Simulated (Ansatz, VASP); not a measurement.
## Two plane-wave programs on C

File INCAR:

```
PREC = Accurate
ENCUT = 520
EDIFF = 1E-6
ISMEAR = -1
SIGMA = 0.1
LREAL = False
LASPH = True
NELM = 60
ALGO = Normal
ISIF = 2
LWAVE = False
LCHARG = False
GGA = PS
NBANDS = 8
```

KPOINTS

```
regular mesh
0
Gamma
  20 20 20
```

POSCAR

```
C
1.0
    0.0000000000      1.4975290709      1.4975290709
    1.4975290709      0.0000000000      1.4975290709
    1.4975290709      1.4975290709      0.0000000000
C
1
Direct
    0.0000000000      0.0000000000      0.0000000000
```

Input for Ansatz:

```yaml
crystal:
  lattice:
    - [0.0, 1.4975290709, 1.4975290709]
    - [1.4975290709, 0.0, 1.4975290709]
    - [1.4975290709, 1.4975290709, 0.0]
  atoms:
    - { symbol: C, position: [0.0, 0.0, 0.0] }
hamiltonian:
  xc: pbesol
  pseudopotentials:
    kind: paw
    azcp:
      C: "pseudopotentials/C.paw.azcp"
basis:
  ecutwfc: 420
  fft_grid_basis: typed
kpoints:
  mp_grid: { grid: [20, 20, 20], shift: [0, 0, 0] }
magnetization:
  spin_polarized: false
scf:
  occupations: { method: fermi_dirac, width: 0.1 }
  lower_state_search: "off"
output:
  stress: true
  write_density: true
  write_potential: true
  elf: true
  volumetric_format: npy
```

Alike in both runs: task single point; functional PBEsol; k mesh 20 × 20 × 20; occupations fermi-dirac, width 0.1 eV; no spin polarisation.

|  | VASP | Ansatz |
| --- | --- | --- |
| version | VASP 6.6.1 | Ansatz 0.2.0 |
| potentials or method | VASP PAW PBE potentials, release 64 (C), cutoff 520 eV | plane waves (420 eV) with PAW, scalar-relativistic |
| valence electrons in the cell | 4 | 4 |

```csv
,VASP,Ansatz,Ansatz less VASP
pressure (GPa),7.7,7.5,-0.25
```

VASP's potentials were made for PBE, not for PBEsol, and Ansatz warns of the same on its side. The functional is the same, so the differences come from potentials, cutoffs and numerics.
